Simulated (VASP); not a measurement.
# Cd (R-3m) in VASP: a series of runs, part 2 of 2

VASP 6.6.1. Earlier steps stand in the parts before.

## (4) Single point, BLYP

File INCAR:

```
  AGGAC = 1.0
  AGGAX = 1.0
  ALDAC = 0.0
  ALDAX = 1.0
  ALGO = Normal
  EDIFF = 1E-6
  ENCUT = 500
  GGA = B5
  GGA_COMPAT = False
  ISIF = 2
  ISMEAR = -1
  ISYM = 0
  LASPH = True
  LCHARG = False
  LREAL = False
  LWAVE = False
  NBANDS = 12
  NELECT = 11.5
  NELM = 120
  PREC = Accurate
  SIGMA = 0.051703999572871064
```

File KPOINTS:

```
k-points
0
Gamma
  7 3 3
```

File POSCAR:

```
Cd
1.0
    1.6080291515      0.9283960635      2.4492874100
   -1.6080291515      0.9283960635      2.4492874100
    0.0000000000     -1.8567921270      2.4492874100
Cd
1
Direct
    0.0000000000      0.0000000000      0.0000000000
```

Potentials or basis: VASP PAW PBE potentials, release 64 (Cd).

Started as:

```
> cat potpaw_PBE.64/Cd/POTCAR > POTCAR
> mpirun -np 1 vasp_std > vasp.out
```

OUTCAR:

```text
EDIFF = 1E-6
   ENCUT = 500
   GGA = B5
   ISIF = 2
   ISMEAR = -1
   ISYM = 0
   LASPH = True
   LREAL = False
   NELECT = 11.5
   NELM = 120
   PREC = Accurate

 ion  position               nearest neighbor table
   1  0.000  0.000  0.000-

IMPORTANT INFORMATION: All symmetrisations will be switched off!
NOSYMM: (Re-)initialisation of all symmetry stuff for point group C_1.

----------------------------------------------------------------------------------------

                                     Primitive cell

  volume of cell :      21.9391

  direct lattice vectors                    reciprocal lattice vectors
     1.608029152  0.928396064  2.449287410     0.310939637  0.179521083  0.136094005
    -1.608029152  0.928396064  2.449287410    -0.310939637  0.179521083  0.136094005
     0.000000000 -1.856792127  2.449287410     0.000000000 -0.359042166  0.136094005

  length of vectors
     3.073546131  3.073546131  3.073546131     0.383969862  0.383969862  0.383969862

  position of ions in fractional coordinates (direct lattice)
     0.000000000  0.000000000  0.000000000

[... 154 lines left out ...]
      2      -5.9316      2.00000
      3      -5.7295      2.00000
      4      -5.3833      2.00000
      5      -5.3783      2.00000
      6      -5.0671      2.00000
      7      17.4606      0.00000
      8      17.6223      0.00000
      9      17.6262      0.00000
     10      20.5949      0.00000
     11      21.3975      0.00000
     12      21.4072      0.00000
[... 331 lines left out ...]
 k-point    24 :      -0.2857    0.3333    0.3333
  band No.  band energies     occupation
      1      -6.1427      2.00000
      2      -5.8653      2.00000
      3      -5.4931      2.00000
      4      -5.3562      2.00000
      5      -5.1226      2.00000
      6       3.7937      0.00000
      7       4.8466      0.00000
      8       6.9069      0.00000
      9      11.5732      0.00000
     10      14.9322      0.00000
     11      24.2148      0.00000
     12      26.0851      0.00000

 [... further k-points ...]

------------------------ aborting loop because EDIFF is reached ----------------------------------------

  FORCE on cell =-STRESS in cart. coord.  units (eV):
  Direction    XX          YY          ZZ          XY          YZ          ZX
  --------------------------------------------------------------------------------------
  -------------------------------------------------------------------------------------
  Total       -2.2030499     -2.1243085     -3.3735070     -0.0681923      0.1552890      0.2689698
  in kB     -160.8854309   -155.1350591   -246.3621498     -4.9799796     11.3405254     19.6424613
  external PRESSURE =    -187.4608799 kB  Pullay stress =       0.0000000 kB

 VOLUME and BASIS-vectors are now :
 -----------------------------------------------------------------------------
  energy-cutoff  :      500.00
  volume of cell :       21.94
      direct lattice vectors                 reciprocal lattice vectors
     1.608029152  0.928396064  2.449287410     0.310939637  0.179521083  0.136094005
    -1.608029152  0.928396064  2.449287410    -0.310939637  0.179521083  0.136094005
     0.000000000 -1.856792127  2.449287410     0.000000000 -0.359042166  0.136094005

 POSITION                                       TOTAL-FORCE (eV/Angst)
 -----------------------------------------------------------------------------------
      0.00000      0.00000      0.00000        -0.000000     -0.000000     -0.000000
 -----------------------------------------------------------------------------------
    total drift:                               -0.000000     -0.000000     -0.000000

  FREE ENERGIE OF THE ION-ELECTRON SYSTEM (eV)
  ---------------------------------------------------
  free  energy   TOTEN  =        -1.4913462687 eV

  energy  without entropy=       -1.4857639258  energy(sigma->0) =       -1.48855510
```

stdout:

```text
POSCAR found type information on POSCAR Cd
 POSCAR found :  1 types and       1 ions
 scaLAPACK will be used
 -----------------------------------------------------------------------------
|                                                                             |
|                                                                             |
[... 22 lines left out ...]
|                                                                             |
 -----------------------------------------------------------------------------

 POSCAR, INCAR and KPOINTS ok, starting setup
 FFT: planning ... GRIDC
 FFT: planning ... GRID_SOFT
 FFT: planning ... GRID
 WAVECAR not read
 entering main loop
 the old and the new charge density differ
 old charge density:    12.00000 new   11.50000
    0.214E+00
```

Run time: 9.6 s. Hardware: 1 thread of Intel Xeon 6975P-C (Granite Rapids), shared host; peak memory 0.13 GiB.

Results:

```
Free energy : -1.4913 eV
```

Levels at points of the mesh, in eV from the Fermi level:
```tsv
k point	band 3	band 4	band 5	band 6	band 7	band 8	band 9	band 10
(0.00, 0.00, 0.00)	-8.73	-8.38	-8.38	-8.07	14.46	14.62	14.63	17.59
```

Caveat: the k points lie up to 0.80 Å⁻¹ apart; the cell carries a net charge on a neutralising background, which shifts energy and pressure; the cell is charged against a uniform background, so pressure and absolute levels hang on convention; the PAW data sets were made with another functional, which shifts forces and pressure a little.

## (5) Single point, RPBE

File INCAR:

```
ALGO = Normal
EDIFF = 1E-6
ENCUT = 500
GGA = RP
GGA_COMPAT = F
ISIF = 2
ISMEAR = 0
ISYM = 0
LASPH = T
LCHARG = T
LELF = T
LREAL = F
LVHAR = T
LWAVE = F
NBANDS = 12
NELM = 120
PREC = Accurate
SIGMA = 0.1
```

File KPOINTS:

```
Automatic mesh
0
Gamma
  6 2 8
  0.89 0.71 0.51
```

Changes to POSCAR since step 4:

```diff
@@ -8,2 +8,2 @@
 Direct
-    0.0000000000      0.0000000000      0.0000000000
+    0.1540000000      0.9130000000      0.7710000000
```

Started as:

```
> cat potpaw_PBE.64/Cd/POTCAR > POTCAR
> mpirun -np 1 vasp_std > vasp.out
```

Run time: 13 s. Hardware: 1 thread of Intel Xeon 6975P-C (Granite Rapids), shared host; peak memory 0.15 GiB.

The run converged. Its results:

```yaml
Free_energy: -0.3219 eV
Pressure: 5.3 GPa
Band_gap_on_the_k_mesh: zero (band 6 reaches 4.00 eV, above the bottom of band 7 at 1.77 eV)
```

Stress tensor (GPa, compression positive):
```
 8.22  0.81  2.89
 0.81  5.45 -0.13
 2.89 -0.13  2.23
```

Levels at points of the mesh, in eV from the Fermi level:
```
              k point  band 2  band 3  band 4  band 5  band 6  band 7  band 8  band 9  band 10  band 11
(-0.02, -0.14, -0.06)   -9.25   -9.05   -8.82   -8.74   -8.32   10.61   13.45   14.33    15.07    17.46
```

Caveat: the k points lie up to 1.21 Å⁻¹ apart; the PAW data sets were made with another functional, which shifts forces and pressure a little.

## (6) Single point, PBE

File INCAR:

```
ALGO     = Normal         # electronic algorithm
EDIFF    = 1E-6           # SCF threshold, eV
ENCUT    = 500            # plane-wave cutoff, eV
GGA      = PE             # functional
GGA_COMPAT= False        
ISIF     = 2              # what is computed and relaxed
ISMEAR   = 1              # smearing method
LASPH    = True           # aspherical terms in the spheres
LCHARG   = False          # write CHGCAR
LREAL    = False          # projectors in reciprocal space
LWAVE    = False          # write WAVECAR
NBANDS   = 12             # bands
NELM     = 120            # most SCF steps
PREC     = Accurate       # precision mode
SIGMA    = 0.018          # smearing width, eV
```

File KPOINTS:

```
k-points
0
Gamma
  9 9 9
```

Changes to POSCAR since step 5:

```diff
@@ -8,2 +8,2 @@
 Direct
-    0.1540000000      0.9130000000      0.7710000000
+    0.0000000000      0.0000000000      0.0000000000
```

Potentials or basis: VASP PAW PBE potentials, release 64 (Cd).

Started as:

```
> cat potpaw_PBE.64/Cd/POTCAR > POTCAR
> mpirun -np 1 vasp_std > vasp.out
```

OUTCAR:

```text
EDIFF = 1E-6
   ENCUT = 500
   GGA = PE
   ISIF = 2
   ISMEAR = 1
   LASPH = True
   LREAL = False
   NELM = 120
   PREC = Accurate

 ion  position               nearest neighbor table
   1  0.000  0.000  0.000-

  LATTYP: Found a trigonal (rhomboedric) cell.
 ALAT       =     3.0735461310
 COS(alpha) =     0.4525576903

  Lattice vectors:

 A1 = (   1.6080291515,   0.9283960635,   2.4492874100)
 A2 = (  -1.6080291515,   0.9283960635,   2.4492874100)
 A3 = (   0.0000000000,  -1.8567921270,   2.4492874100)

Analysis of symmetry for initial positions (statically):
=====================================================================
 Subroutine PRICEL returns:
 Original cell was already a primitive cell.

 Routine SETGRP: Setting up the symmetry group for a
 trigonal (rhombohedral) supercell.

 Subroutine GETGRP returns: Found 12 space group operations
 (whereof 12 operations were pure point group operations)
 out of a pool of 12 trial point group operations.

The static configuration has the point symmetry D_3d.

Analysis of symmetry for dynamics (positions and initial velocities):
=====================================================================
 Subroutine PRICEL returns:
 Original cell was already a primitive cell.

 Routine SETGRP: Setting up the symmetry group for a
 trigonal (rhombohedral) supercell.

 Subroutine GETGRP returns: Found 12 space group operations
 (whereof 12 operations were pure point group operations)
 out of a pool of 12 trial point group operations.

The dynamic configuration has the point symmetry D_3d.

 Subroutine INISYM returns: Found 12 space group operations
 (whereof 12 operations are pure point group operations),
 and found     1 'primitive' translations

----------------------------------------------------------------------------------------

                                     Primitive cell

  volume of cell :      21.9391

  direct lattice vectors                    reciprocal lattice vectors
     1.608029152  0.928396064  2.449287410     0.310939637  0.179521083  0.136094005
    -1.608029152  0.928396064  2.449287410    -0.310939637  0.179521083  0.136094005
     0.000000000 -1.856792127  2.449287410     0.000000000 -0.359042166  0.136094005

  length of vectors
     3.073546131  3.073546131  3.073546131     0.383969862  0.383969862  0.383969862

  position of ions in fractional coordinates (direct lattice)
     0.000000000  0.000000000  0.000000000

  ion indices of the primitive-cell ions
   primitive index   ion index
                 1           1

----------------------------------------------------------------------------------------

 KPOINTS: k-points

Automatic generation of k-mesh.
 Grid dimensions read from file:
 generate k-points for:    9    9    9

 Generating k-lattice:

  Cartesian coordinates                     Fractional coordinates (reciprocal lattice)
     0.034548849  0.019946787  0.015121556     0.111111111  0.000000000  0.000000000
    -0.034548849  0.019946787  0.015121556     0.000000000  0.111111111  0.000000000
     0.000000000 -0.039893574  0.015121556     0.000000000  0.000000000  0.111111111

  Length of vectors
     0.042663318  0.042663318  0.042663318

  Shift w.r.t. Gamma in fractional coordinates (k-lattice)
     0.000000000  0.000000000  0.000000000

 Subroutine IBZKPT returns following result:
 ===========================================

 Found     85 irreducible k-points:

 Following reciprocal coordinates:
            Coordinates               Weight
  0.000000  0.000000  0.000000      1.000000
  0.111111 -0.000000  0.000000      6.000000
  0.222222 -0.000000  0.000000      6.000000
  0.333333 -0.000000  0.000000      6.000000
  0.444444 -0.000000  0.000000      6.000000
  0.111111  0.111111  0.000000      6.000000
[... 16 lines left out ...]
 -0.333333  0.333333  0.000000      6.000000
  0.444444  0.444444  0.000000      6.000000
 [... further k-points ...]
   k-points           NKPTS =     85   k-points in BZ     NKDIM =     85   number of bands    NBANDS=     12
   number of dos      NEDOS =    301   number of ions     NIONS =      1
   total plane-waves  NPLWV =  13824
   dimension x,y,z NGX =    24 NGY =   24 NGZ =   24
   dimension x,y,z NGXF=    48 NGYF=   48 NGZF=   48
   ions per type =               1
   NGX,Y,Z   is equivalent  to a cutoff of  12.98, 12.98, 12.98 a.u.
   NGXF,Y,Z  is equivalent  to a cutoff of  25.96, 25.96, 25.96 a.u.
 SYSTEM =  unknown system
   PREC   = accura    normal or accurate (medium, high low for compatibility)
   ISTART =      0    job   : 0-new  1-cont  2-samecut
   ICHARG =      2    charge: 1-file 2-atom 10-const
   ISPIN  =      1    spin polarized calculation?
   LNONCOLLINEAR =      F non collinear calculations
   LSORBIT =      F    spin-orbit coupling
   LASPH  =      T    aspherical Exc in radial PAW
   ENCUT  =  500.0 eV  36.75 Ry    6.06 a.u.   5.60  5.60  5.60*2*pi/ulx,y,z
   NELM   =    120;   NELMIN=  2; NELMDL= -5     # of ELM steps
   EDIFF  = 0.1E-05   stopping-criterion for ELM
   LREAL  =      F    real-space projection
   EDIFFG = 0.1E-04   stopping-criterion for IOM
   NSW    =      0    number of steps for IOM
   IBRION =     -1    ionic relax: 0-MD 1-quasi-New 2-CG
   NFREE  =      0    steps in history (QN), initial steepest desc. (CG)
   ISIF   =      2    stress and relaxation
   ISYM   =      2    0-nonsym 1-usesym 2-fastsym
   POTIM  = 0.5000    time-step for ionic-motion
   TEBEG  =    0.0;   TEEND  =   0.0 temperature during run
   PSTRESS=    0.0 pullay stress
   NELECT =      12.0000    total number of electrons
   NUPDOWN=      -1.0000    fix difference up-down
   EMIN   =  10.00;   EMAX   =-10.00  energy-range for DOS
   EFERMI =   0.00;   METHOD = LEGACY
   ISMEAR =     1;   SIGMA  =   0.02  broadening in eV -4-tet -1-fermi 0-gaus
   EFERMI_NEDOS =   21; number of points for ismear=-14 and -15
   IALGO  =     38    algorithm
   IMIX   =      4    mixing-type and parameters
     AMIX     =   0.40;   BMIX     =  1.00
     AMIX_MAG =   1.60;   BMIX_MAG =  1.00
  volume/ion in A,a.u.               =      21.94       148.05
  Fermi-wavevector in a.u.,A,eV,Ry     =   1.338842  2.530044 24.388398  1.792497
  Thomas-Fermi vector in A             =   2.467280
   LORBIT       =      0    0 simple, 1 ext, 2 COOP (PROOUT), +10 PAW based schemes
   GGA     = PE    functional components
   LHFCALC =     F    Hartree Fock is set to
   AEXX    =    0.0000 exact exchange contribution
   IVDW    =     0    specifies the selected vdW correction
   LEPSILON=     F    determine dielectric tensor
   LRPA    =     F    only Hartree local field effects (RPA)
 non-spin polarized calculation
 Methfessel and Paxton  Order N= 1 SIGMA  =   0.02
  energy-cutoff  :      500.00
  volume of cell :       21.94
 maximum number of plane-waves:       570
   NGX = 11   NGY = 11   NGZ = 11

 number of electron      11.9999997 magnetization

 Free energy of the ion-electron system (eV)
  ---------------------------------------------------
  ext. energy  EPLUGINS =         0.00000000
  ---------------------------------------------------
  free energy    TOTEN  =        -0.73065503 eV

  energy without entropy =       -0.73069152  energy(sigma->0) =       -0.73066720

 E-fermi :   2.9421     XC(G=0): -10.9546

 val. band max:        2.8030357417   @ k =  -0.3333   0.2222   0.2222
 cond. band min:       2.9551741750   @ k =  -0.3333   0.4444   0.3333
 fundamental gap:      0.1521384334
 Fermi energy:         2.9420751108

 k-point     1 :       0.0000    0.0000    0.0000
  band No.  band energies     occupation
      1      -6.4179      2.00000
      2      -6.4179      2.00000
      3      -6.2079      2.00000
      4      -5.9249      2.00000
      5      -5.8575      2.00000
      6      -5.8575      2.00000
      7      16.2893      0.00000
      8      16.9492      0.00000
      9      16.9492      0.00000
     10      19.7891      0.00000
     11      20.4416      0.00000
     12      20.4416      0.00000
[... 331 lines left out ...]
 k-point    24 :       0.4444    0.4444    0.0000
  band No.  band energies     occupation
      1      -6.9549      2.00000
      2      -6.8485      2.00000
      3      -5.5701      2.00000
      4      -5.4505      2.00000
      5      -5.4106      2.00000
      6       0.9911      2.00000
      7       5.4081      0.00000
      8       9.0041      0.00000
      9      10.5172      0.00000
     10      13.1634      0.00000
     11      14.6826      0.00000
     12      29.0886      0.00000

 [... further k-points ...]

------------------------ aborting loop because EDIFF is reached ----------------------------------------

  FORCE on cell =-STRESS in cart. coord.  units (eV):
  Direction    XX          YY          ZZ          XY          YZ          ZX
  --------------------------------------------------------------------------------------
  -------------------------------------------------------------------------------------
  Total        0.3424525      0.3424525      0.3714475     -0.0000000      0.0000000     -0.0000000
  in kB       25.0087894     25.0087894     27.1262543     -0.0000000      0.0000000     -0.0000000
  external PRESSURE =      25.7146110 kB  Pullay stress =       0.0000000 kB

 VOLUME and BASIS-vectors are now :
 -----------------------------------------------------------------------------
  energy-cutoff  :      500.00
  volume of cell :       21.94
      direct lattice vectors                 reciprocal lattice vectors
     1.608029152  0.928396064  2.449287410     0.310939637  0.179521083  0.136094005
    -1.608029152  0.928396064  2.449287410    -0.310939637  0.179521083  0.136094005
     0.000000000 -1.856792127  2.449287410     0.000000000 -0.359042166  0.136094005

 POSITION                                       TOTAL-FORCE (eV/Angst)
 -----------------------------------------------------------------------------------
      0.00000      0.00000      0.00000        -0.000000      0.000000     -0.000000
 -----------------------------------------------------------------------------------
    total drift:                                0.000000     -0.000000      0.000000

  FREE ENERGIE OF THE ION-ELECTRON SYSTEM (eV)
  ---------------------------------------------------
  free  energy   TOTEN  =        -0.7306550321 eV

  energy  without entropy=       -0.7306915247  energy(sigma->0) =       -0.73066720
```

It took 9.7 s on 1 thread of Intel Xeon 6975P-C (Granite Rapids), shared host; peak memory 0.15 GiB.

What came out:

| Quantity | Value |
| --- | --- |
| Free energy | -0.7307 eV |
| Pressure | 2.6 GPa |
| Band gap on the k mesh | zero (band 6 reaches 3.49 eV, above the bottom of band 7 at 1.55 eV) |

Levels at points of the mesh, in eV from the Fermi level:
```
           k point  band 2  band 3  band 4  band 5  band 6  band 7  band 8  band 9  band 10  band 11
(0.00, 0.00, 0.00)   -9.36   -9.15   -8.87   -8.80   -8.80   13.35   14.01   14.01    16.85    17.50
```

## (7) Overview

| level | U | k mesh | smearing | LDAUTYPE | hund's J | gap on the mesh (eV) | pressure (GPa) |
| --- | --- | --- | --- | --- | --- | --- | --- |
| PBE+U | Cd d U = 8.4 eV, J = 0.36 eV | 3 × 3 × 3, shifted | gaussian 0.1 eV | 1 | 0.36 | none | 2.3 |
| RPBE | - | 6 × 2 × 8, shifted | gaussian 0.1 eV | - | - | none | 5.3 |
| PBE | - | 9 × 9 × 9 | methfessel-paxton 0.018 eV | - | - | none | 2.6 |

Alike in all rows: task single point; potentials or basis VASP PAW PBE potentials, release 64 (Cd); no spin polarisation; cell as given; cutoff (eV) 500.

Caveats: some runs use coarse meshes; U without spin polarisation on a metal has little footing (some runs); the U is typed as a test and isn't derived for this compound (some runs); the PAW data sets were made with another functional, which shifts forces and pressure a little (some runs).

Absolute energies hang on the potentials; compare differences alone.
